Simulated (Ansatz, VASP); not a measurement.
BN in VASP and in Ansatz

Contents of POSCAR:

```
BN
1.0
    1.2511217832      0.7331705308      3.3729344033
   -1.2511217832      0.7331705308      3.3729344033
    0.0000000000     -1.4663410616      3.3729344033
B N
1 1
Direct
    0.9996712000      0.9996712000      0.9996712000
    0.3327618000      0.3327618000      0.3327618000
```

INCAR.step1

```
SYSTEM = BN
PREC = Accurate
ENCUT = 520
ISMEAR = 0
SIGMA = 0.05
LREAL = .False.
LASPH = .True.
NELM = 80
NBANDS = 11
GGA = PE
ALGO = Normal
EDIFF = 1E-4
LWAVE = .True.
LCHARG = .False.
```

Contents of INCAR.step2:

```
SYSTEM = BN
PREC = Accurate
ENCUT = 520
EDIFF = 1E-6
ISMEAR = 0
SIGMA = 0.05
LREAL = .False.
LASPH = .True.
NELM = 80
ALGO = Normal
ISIF = 2
LWAVE = .False.
LCHARG = .False.
METAGGA = R2SCAN
LMIXTAU = .True.
NBANDS = 11
ISTART = 1
```

File KPOINTS:

```
Automatic mesh
0
Gamma
  12 12 12
  0 0 0
```

Input for Ansatz:

```yaml
crystal:
  lattice:
    - [1.2511217832, 0.7331705308, 3.3729344033]
    - [-1.2511217832, 0.7331705308, 3.3729344033]
    - [0.0, -1.4663410616, 3.3729344033]
  atoms:
    - { symbol: B, position: [0.9996712, 0.9996712, 0.9996712] }
    - { symbol: "N", position: [0.3327618, 0.3327618, 0.3327618] }
basis:
  ecutwfc: 500
kpoints:
  mp_grid: { grid: [12, 12, 12] }
hamiltonian:
  xc: r2scan
scf:
  occupations: { method: gaussian, width: 0.05 }
output:
  forces: true
  stress: true
  eigenvalues: true
```

Change from the starting cell: strain +0.0150 x Voigt [0, 1, 0, 0, 0, 0], atoms carried along.

Alike in both runs: task single point; functional r2SCAN; k mesh 12 × 12 × 12; occupations gaussian, width 0.05 eV; no spin polarisation.

```csv
,VASP,Ansatz
version,VASP 6.6.1,Ansatz 0.2.0
potentials or method,"VASP PAW PBE potentials, release 64 (B, N), cutoff 520 eV","scalar-relativistic, plane waves, PAW"
valence electrons in the cell,8,8
```

Ansatz gave:

| Property | Result |
| --- | --- |
| gap on the k mesh at the Fermi level (eV) | 4.70 |
| least direct gap on the mesh (eV) | 5.27 |
| pressure (GPa) | -5.5 |
| traceless stress, the component that is largest in VASP (GPa) | -8.42 |
| rms of the force components (eV/Å) | 0.083 |

Task: What did VASP give for the same quantities?

Result: gap on the k mesh at the Fermi level (eV): 4.73; least direct gap on the mesh (eV): 5.33; pressure (GPa): -5.1; traceless stress, the component that is largest in VASP (GPa): -8.11; rms of the force components (eV/Å): 0.084.

VASP's potentials were made for PBE, not for r2SCAN. Atom by atom the forces differ by 0.000 eV/Å (rms over components). With one functional, cell and mesh, what is left measures potentials, basis and numerics.
